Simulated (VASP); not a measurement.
Write the native input for VASP 6.6.1 that does the following.

* Task: relaxation of the atoms
* Functional: PBE
* Potentials or basis: VASP PAW PBE potentials, release 64 (Si, C)
* Cutoff: 520 eV
* k mesh: 12 × 12 × 6
* Occupations: gaussian, width 0.05 eV
* Spin: no spin polarisation
* Dipole correction: no
* Further INCAR settings: ALGO = Normal; EDIFF = 1e-07; IBRION = 2; EDIFFG = -0.01; NSW = 50

The structure of SiC lies in POSCAR:

```
SiC
1.0
    3.2583370346      0.0000000000      0.0000000000
   -1.6291685173      2.8218026461      0.0000000000
    0.0000000000      0.0000000000      4.9347514389
Si C
2 2
Direct
    0.3333333333      0.6666666667      0.0045639005
    0.6666666667      0.3333333333      0.5045639005
    0.3333333333      0.6666666667      0.3804360995
    0.6666666667      0.3333333333      0.8804360995
```

This cell differs from its parent crystal: volume 11.343 Å^3 an atom, c/a of the conventional cell 1.5145.

These files were run (other wordings do the same):

INCAR

```
SYSTEM = SiC
PREC = Accurate
ENCUT = 520
EDIFF = 1E-7
ISMEAR = 0
SIGMA = 0.05
LREAL = .FALSE.
LASPH = .TRUE.
NELM = 60
ALGO = Normal
ISIF = 2
LWAVE = .FALSE.
LCHARG = .FALSE.
GGA = PE
IBRION = 2
NSW = 50
EDIFFG = -0.01
```

KPOINTS

```
Automatic mesh
0
G
  12 12 6
  0 0 0
```

Potentials or basis: VASP PAW PBE potentials, release 64 (Si, C).

Command:

```bash
$ cat potpaw_PBE.64/Si/POTCAR potpaw_PBE.64/C/POTCAR > POTCAR
$ mpirun -np 1 vasp_std > vasp.out
```

Results of the run:

```yaml
Energy_gained_by_relaxing: 6.3 meV/atom
Ionic_steps: 3
Pressure_after_relaxing: -13.6 GPa
Band_gap_on_the_k_mesh: 1.75 eV, indirect (least direct gap 2.55 eV)
```

Run time: 100 s on 1 thread of Oxide Virtual Turin-like Processor, with other jobs on the host, peak memory 0.14 GiB.
